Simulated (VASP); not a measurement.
Ti3Al: single point with PBEsol

The system is Ti3Al.

```
Ti Al
1.0
     0.00000    3.18513    3.18513
     3.18513    0.00000    3.18513
     3.18513    3.18513    0.00000
Ti Al
3 1
Direct
  0.75000 0.75000 0.75000
  0.25000 0.25000 0.25000
  0.00000 0.00000 0.00000
  0.50000 0.50000 0.50000
```

```yaml
Program: VASP 6.6.1
Task: single point
Functional: PBEsol
Potentials_or_basis: VASP PAW PBE potentials, release 64 (Ti_sv, Al)
Cutoff: 520 eV
k_mesh: 5 × 5 × 5
Occupations: gaussian, width 0.1 eV
Spin: no spin polarisation
Dipole_correction: no
Further_INCAR_settings: ALGO = Normal; EDIFF = 1e-06; NBANDS = 28
```

| Quantity | Value |
| --- | --- |
| Pressure | -0.1 GPa |

Levels at points of the mesh, in eV from the Fermi level:
```csv
k point,band 16,band 17,band 18,band 19,band 20,band 21,band 22,band 23
"(0.00, 0.00, 0.00)",-1.74,-1.73,-1.73,0.04,0.04,0.04,2.38,2.38
```

Run time: 25 s on 1 thread of Intel Xeon 6975P-C (shared host), peak memory 0.2 GiB.

Caveat: the PAW data sets were made with another functional, which shifts forces and pressure a little.
